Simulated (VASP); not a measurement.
# Mg5ZnS6 (P4/mmm) in VASP: single point with PBE

Aim: the single point of Mg5ZnS6 with PBE.

All numbers are computed with VASP 6.6.1; they aren't measurements. Logs are shortened: lines on timing, memory, paths and dates and some standing lists are left out, and cuts for length are marked.

**1. The cell of the first run**

It takes space group P4/mmm (No. 123, tetragonal). The conventional cell has a = 3.685 Å, b = 3.685 Å, c = 15.628 Å, α = 90.00°, β = 90.00°, γ = 90.00°. Within 3.4 Å of Mg (site symmetry 4mm) lie 6 S at 2.57 to 2.63 Å. Mg (site symmetry 4mm) has 6 S at 2.61 to 2.64 Å within 3.4 Å. Mg (site symmetry 4/mmm) has 6 S at 2.61 to 2.62 Å within 3.4 Å. Within 3.4 Å of Zn (site symmetry 4/mmm) lie 6 S at 2.56 to 2.61 Å. S (site symmetry 4mm) has 1 Zn at 2.56 Å and 5 Mg at 2.61 to 2.64 Å within 3.4 Å. S (site symmetry 4mm) has 6 Mg at 2.61 to 2.63 Å within 3.4 Å. Within 3.4 Å of S (site symmetry 4/mmm) lie 6 Mg at 2.61 to 2.62 Å. S (site symmetry 4/mmm) has 2 Mg at 2.57 Å and 4 Zn at 2.61 Å within 3.4 Å.

**2. Single point, PBE**

The input, INCAR:

```
  PREC = Accurate
  ENCUT = 520
  EDIFF = 1E-6
  ISMEAR = 0
  SIGMA = 0.02
  LREAL = False
  LASPH = True
  NELM = 100
  ALGO = Normal
  ISIF = 2
  LWAVE = False
  LCHARG = False
  GGA = PE
  NBANDS = 41
```

The input, KPOINTS:

```
regular mesh
0
Gamma
  8 8 2
```

The input, POSCAR:

```
Mg5ZnS6
1.0
    3.6845300160      0.0000000000      0.0000000000
    0.0000000000      3.6845300160      0.0000000000
    0.0000000000      0.0000000000     15.6281638249
Mg Zn S
5 1 6
Direct
    0.5000000000      0.5000000000      0.1643457664
    0.0000000000      0.0000000000      0.3323689514
    0.5000000000      0.5000000000      0.5000000000
    0.0000000000      0.0000000000      0.6676310486
    0.5000000000      0.5000000000      0.8356542336
    0.0000000000      0.0000000000      0.0000000000
    0.0000000000      0.0000000000      0.1637529616
    0.5000000000      0.5000000000      0.3323197549
    0.0000000000      0.0000000000      0.5000000000
    0.5000000000      0.5000000000      0.6676802451
    0.0000000000      0.0000000000      0.8362470384
    0.5000000000      0.5000000000      0.0000000000
```

Potentials or basis: VASP PAW PBE potentials, release 64 (Mg, Zn, S).

Started as:

```
$ cat potpaw_PBE.64/Mg/POTCAR potpaw_PBE.64/Zn/POTCAR potpaw_PBE.64/S/POTCAR > POTCAR
$ mpirun -np 1 vasp_std > vasp.out
```

OUTCAR:

```text
PREC = Accurate
   ENCUT = 520
   EDIFF = 1E-6
   ISMEAR = 0
   LREAL = False
   LASPH = True
   NELM = 100
   ISIF = 2
   GGA = PE

 ion  position               nearest neighbor table
   1  0.500  0.500  0.164-  12 2.57   7 2.61   7 2.61   7 2.61   7 2.61   8 2.63
   2  0.000  0.000  0.332-   8 2.61   8 2.61   8 2.61   8 2.61   9 2.62   7 2.64
   3  0.500  0.500  0.500-   9 2.61   9 2.61   9 2.61   9 2.61  10 2.62   8 2.62
   4  0.000  0.000  0.668-  10 2.61  10 2.61  10 2.61  10 2.61   9 2.62  11 2.64
   5  0.500  0.500  0.836-  12 2.57  11 2.61  11 2.61  11 2.61  11 2.61  10 2.63
   6  0.000  0.000  0.000-   7 2.56  11 2.56  12 2.61  12 2.61  12 2.61  12 2.61
   7  0.000  0.000  0.164-   6 2.56   1 2.61   1 2.61   1 2.61   1 2.61   2 2.64
   8  0.500  0.500  0.332-   2 2.61   2 2.61   2 2.61   2 2.61   3 2.62   1 2.63
   9  0.000  0.000  0.500-   3 2.61   3 2.61   3 2.61   3 2.61   4 2.62   2 2.62
  10  0.500  0.500  0.668-   4 2.61   4 2.61   4 2.61   4 2.61   3 2.62   5 2.63
  11  0.000  0.000  0.836-   6 2.56   5 2.61   5 2.61   5 2.61   5 2.61   4 2.64
  12  0.500  0.500  0.000-   1 2.57   5 2.57   6 2.61   6 2.61   6 2.61   6 2.61

  LATTYP: Found a simple tetragonal cell.
 ALAT       =     3.6845300160
 C/A-ratio  =     4.2415623586

  Lattice vectors:

 A1 = (   3.6845300160,   0.0000000000,   0.0000000000)
 A2 = (   0.0000000000,   3.6845300160,   0.0000000000)
 A3 = (   0.0000000000,   0.0000000000,  15.6281638249)

Analysis of symmetry for initial positions (statically):
=====================================================================
 Subroutine PRICEL returns:
 Original cell was already a primitive cell.

 Routine SETGRP: Setting up the symmetry group for a
 simple tetragonal supercell.

 Subroutine GETGRP returns: Found 16 space group operations
 (whereof 16 operations were pure point group operations)
 out of a pool of 16 trial point group operations.

The static configuration has the point symmetry D_4h.

Analysis of symmetry for dynamics (positions and initial velocities):
=====================================================================
 Subroutine PRICEL returns:
 Original cell was already a primitive cell.

 Routine SETGRP: Setting up the symmetry group for a
 simple tetragonal supercell.

 Subroutine GETGRP returns: Found 16 space group operations
 (whereof 16 operations were pure point group operations)
 out of a pool of 16 trial point group operations.

The dynamic configuration has the point symmetry D_4h.

 Subroutine INISYM returns: Found 16 space group operations
 (whereof 16 operations are pure point group operations),
 and found     1 'primitive' translations

----------------------------------------------------------------------------------------

                                     Primitive cell

  volume of cell :     212.1642

  direct lattice vectors                    reciprocal lattice vectors
     3.684530016  0.000000000  0.000000000     0.271405036  0.000000000  0.000000000
     0.000000000  3.684530016  0.000000000     0.000000000  0.271405036  0.000000000
     0.000000000  0.000000000 15.628163825     0.000000000  0.000000000  0.063987044

  length of vectors
     3.684530016  3.684530016 15.628163825     0.271405036  0.271405036  0.063987044

  position of ions in fractional coordinates (direct lattice)
     0.500000000  0.500000000  0.164345766
     0.000000000  0.000000000  0.332368951
     0.500000000  0.500000000  0.500000000
     0.000000000  0.000000000  0.667631049
     0.500000000  0.500000000  0.835654234
     0.000000000  0.000000000  0.000000000
     0.000000000  0.000000000  0.163752962
     0.500000000  0.500000000  0.332319755
     0.000000000  0.000000000  0.500000000
     0.500000000  0.500000000  0.667680245
     0.000000000  0.000000000  0.836247038
     0.500000000  0.500000000  0.000000000

  ion indices of the primitive-cell ions
   primitive index   ion index
                 1           1
                 2           2
                 3           3
                 4           4
                 5           5
                 6           6
                 7           7
                 8           8
                 9           9
                10          10
                11          11
                12          12

----------------------------------------------------------------------------------------

 KPOINTS: regular mesh

Automatic generation of k-mesh.
 Grid dimensions read from file:
 generate k-points for:    8    8    2

 Generating k-lattice:

  Cartesian coordinates                     Fractional coordinates (reciprocal lattice)
     0.033925629  0.000000000  0.000000000     0.125000000  0.000000000  0.000000000
     0.000000000  0.033925629  0.000000000     0.000000000  0.125000000  0.000000000
     0.000000000  0.000000000  0.031993522     0.000000000  0.000000000  0.500000000

  Length of vectors
     0.033925629  0.033925629  0.031993522

  Shift w.r.t. Gamma in fractional coordinates (k-lattice)
     0.000000000  0.000000000  0.000000000

 Subroutine IBZKPT returns following result:
 ===========================================

 Found     30 irreducible k-points:

 Following reciprocal coordinates:
            Coordinates               Weight
  0.000000  0.000000  0.000000      1.000000
  0.125000  0.000000  0.000000      4.000000
  0.250000  0.000000  0.000000      4.000000
  0.375000  0.000000  0.000000      4.000000
  0.500000  0.000000  0.000000      2.000000
  0.125000  0.125000  0.000000      4.000000
[... 16 lines left out ...]
  0.375000  0.125000  0.500000      8.000000
  0.500000  0.125000  0.500000      4.000000
 [... further k-points ...]
   k-points           NKPTS =     30   k-points in BZ     NKDIM =     30   number of bands    NBANDS=     41
   number of dos      NEDOS =    301   number of ions     NIONS =     12
   total plane-waves  NPLWV =  94080
   dimension x,y,z NGX =    28 NGY =   28 NGZ =  120
   dimension x,y,z NGXF=    56 NGYF=   56 NGZF=  240
   ions per type =               5   1   6
   NGX,Y,Z   is equivalent  to a cutoff of  12.63, 12.63, 12.77 a.u.
   NGXF,Y,Z  is equivalent  to a cutoff of  25.27, 25.27, 25.53 a.u.
 SYSTEM =  unknown system
   PREC   = accura    normal or accurate (medium, high low for compatibility)
   ISTART =      0    job   : 0-new  1-cont  2-samecut
   ICHARG =      2    charge: 1-file 2-atom 10-const
   ISPIN  =      1    spin polarized calculation?
   LNONCOLLINEAR =      F non collinear calculations
   LSORBIT =      F    spin-orbit coupling
   LASPH  =      T    aspherical Exc in radial PAW
   ENCUT  =  520.0 eV  38.22 Ry    6.18 a.u.   6.85  6.85 29.06*2*pi/ulx,y,z
   NELM   =    100;   NELMIN=  2; NELMDL= -5     # of ELM steps
   EDIFF  = 0.1E-05   stopping-criterion for ELM
   LREAL  =      F    real-space projection
   EDIFFG = 0.1E-04   stopping-criterion for IOM
   NSW    =      0    number of steps for IOM
   IBRION =     -1    ionic relax: 0-MD 1-quasi-New 2-CG
   NFREE  =      0    steps in history (QN), initial steepest desc. (CG)
   ISIF   =      2    stress and relaxation
   ISYM   =      2    0-nonsym 1-usesym 2-fastsym
   POTIM  = 0.5000    time-step for ionic-motion
   TEBEG  =    0.0;   TEEND  =   0.0 temperature during run
   PSTRESS=    0.0 pullay stress
   NELECT =      58.0000    total number of electrons
   NUPDOWN=      -1.0000    fix difference up-down
   EMIN   =  10.00;   EMAX   =-10.00  energy-range for DOS
   EFERMI =   0.00;   METHOD = LEGACY
   ISMEAR =     0;   SIGMA  =   0.02  broadening in eV -4-tet -1-fermi 0-gaus
   EFERMI_NEDOS =   21; number of points for ismear=-14 and -15
   IALGO  =     38    algorithm
   IMIX   =      4    mixing-type and parameters
     AMIX     =   0.40;   BMIX     =  1.00
     AMIX_MAG =   1.60;   BMIX_MAG =  1.00
  volume/ion in A,a.u.               =      17.68       119.31
  Fermi-wavevector in a.u.,A,eV,Ry     =   1.062495  2.007824 15.359549  1.128895
  Thomas-Fermi vector in A             =   2.197947
   LORBIT       =      0    0 simple, 1 ext, 2 COOP (PROOUT), +10 PAW based schemes
   GGA     = PE    functional components
   LHFCALC =     F    Hartree Fock is set to
   AEXX    =    0.0000 exact exchange contribution
   IVDW    =     0    specifies the selected vdW correction
   LEPSILON=     F    determine dielectric tensor
   LRPA    =     F    only Hartree local field effects (RPA)
 non-spin polarized calculation
 Gauss-broadening in eV      SIGMA  =   0.02
  energy-cutoff  :      520.00
  volume of cell :      212.16
 maximum number of plane-waves:      5752
 NGX is ok and might be reduce to    28
   NGX = 13   NGY = 13   NGZ = 59

 number of electron      58.0000012 magnetization

 Free energy of the ion-electron system (eV)
  ---------------------------------------------------
  ext. energy  EPLUGINS =         0.00000000
  ---------------------------------------------------
  free energy    TOTEN  =       -48.68720739 eV

  energy without entropy =      -48.68720739  energy(sigma->0) =      -48.68720739

 E-fermi :   3.9260     XC(G=0):  -9.8060

 val. band max:        3.8228134763   @ k =   0.5000   0.0000   0.5000
 cond. band min:       5.0762948276   @ k =   0.5000   0.5000   0.0000
 fundamental gap:      1.2534813513
 Fermi energy:         3.9259890245

 k-point     1 :       0.0000    0.0000    0.0000
  band No.  band energies     occupation
      1      -9.1548      2.00000
      2      -8.8301      2.00000
      3      -8.7554      2.00000
      4      -7.9810      2.00000
      5      -7.9721      2.00000
      6      -7.4904      2.00000
[... 1045 lines left out ...]
     40       9.8747      0.00000
     41       9.9003      0.00000

 [... further k-points ...]

------------------------ aborting loop because EDIFF is reached ----------------------------------------

  FORCE on cell =-STRESS in cart. coord.  units (eV):
  Direction    XX          YY          ZZ          XY          YZ          ZX
  --------------------------------------------------------------------------------------
  -------------------------------------------------------------------------------------
  Total       -0.3043945     -0.3043945     -0.2927271      0.0000000      0.0000000      0.0000000
  in kB       -2.2986628     -2.2986628     -2.2105550      0.0000000      0.0000000      0.0000000
  external PRESSURE =      -2.2692936 kB  Pullay stress =       0.0000000 kB

 VOLUME and BASIS-vectors are now :
 -----------------------------------------------------------------------------
  energy-cutoff  :      520.00
  volume of cell :      212.16
      direct lattice vectors                 reciprocal lattice vectors
     3.684530016  0.000000000  0.000000000     0.271405036  0.000000000  0.000000000
     0.000000000  3.684530016  0.000000000     0.000000000  0.271405036  0.000000000
     0.000000000  0.000000000 15.628163825     0.000000000  0.000000000  0.063987044

 POSITION                                       TOTAL-FORCE (eV/Angst)
 -----------------------------------------------------------------------------------
      1.84227      1.84227      2.56842         0.000000      0.000000      0.002939
      0.00000      0.00000      5.19432        -0.000000      0.000000     -0.000222
      1.84227      1.84227      7.81408        -0.000000      0.000000      0.000000
      0.00000      0.00000     10.43385        -0.000000      0.000000      0.000222
      1.84227      1.84227     13.05974        -0.000000     -0.000000     -0.002939
      0.00000      0.00000      0.00000        -0.000000      0.000000      0.000000
      0.00000      0.00000      2.55916        -0.000000      0.000000      0.013965
      1.84227      1.84227      5.19355         0.000000     -0.000000      0.001329
      0.00000      0.00000      7.81408        -0.000000      0.000000      0.000000
      1.84227      1.84227     10.43462        -0.000000     -0.000000     -0.001329
      0.00000      0.00000     13.06901         0.000000     -0.000000     -0.013965
      1.84227      1.84227      0.00000        -0.000000      0.000000      0.000000
 -----------------------------------------------------------------------------------
    total drift:                               -0.000000     -0.000000     -0.000000

  FREE ENERGIE OF THE ION-ELECTRON SYSTEM (eV)
  ---------------------------------------------------
  free  energy   TOTEN  =       -48.6872073882 eV

  energy  without entropy=      -48.6872073882  energy(sigma->0) =      -48.68720739
```

Wall time 3.8 min (1 thread of AMD EPYC 7R13 (Zen 3), shared host); peak memory 0.38 GiB.

Results:

```yaml
Free_energy: -48.6872 eV
Pressure: -0.2 GPa
Largest_force: 0.014 eV/Å
Band_gap_on_the_k_mesh: 1.25 eV (least direct gap 1.76 eV)
```

Forces on the atoms (eV/Å):
```
Mg   0.000  0.000  0.003
Mg   0.000  0.000  0.000
Mg   0.000  0.000  0.000
Mg   0.000  0.000  0.000
Mg   0.000  0.000 -0.003
Zn   0.000  0.000  0.000
S    0.000  0.000  0.014
S    0.000  0.000  0.001
S    0.000  0.000  0.000
S    0.000  0.000 -0.001
S    0.000  0.000 -0.014
S    0.000  0.000  0.000
```

Levels at points of the mesh, in eV from the valence-band top:
| k point | band 26 | band 27 | band 28 | band 29 | band 30 | band 31 | band 32 | band 33 |
| --- | --- | --- | --- | --- | --- | --- | --- | --- |
| (0.00, 0.00, 0.00) | -0.79 | -0.31 | -0.29 | -0.29 | 1.47 | 2.94 | 3.47 | 3.51 |
| (0.50, 0.00, 0.00) | -0.89 | -0.80 | -0.69 | 0.00 | 4.44 | 4.63 | 4.63 | 4.70 |
| (0.50, 0.50, 0.00) | -2.03 | -1.98 | -1.98 | -1.94 | 1.25 | 2.51 | 3.46 | 3.93 |
| (0.00, 0.00, 0.50) | -0.47 | -0.47 | -0.41 | -0.41 | 1.55 | 2.72 | 3.73 | 3.89 |
| (0.50, 0.00, 0.50) | -0.85 | -0.80 | -0.47 | 0.00 | 4.15 | 4.23 | 4.98 | 5.03 |
| (0.50, 0.50, 0.50) | -2.22 | -2.22 | -2.15 | -2.12 | 1.42 | 2.84 | 2.94 | 3.05 |

A k mesh can miss the band edges.
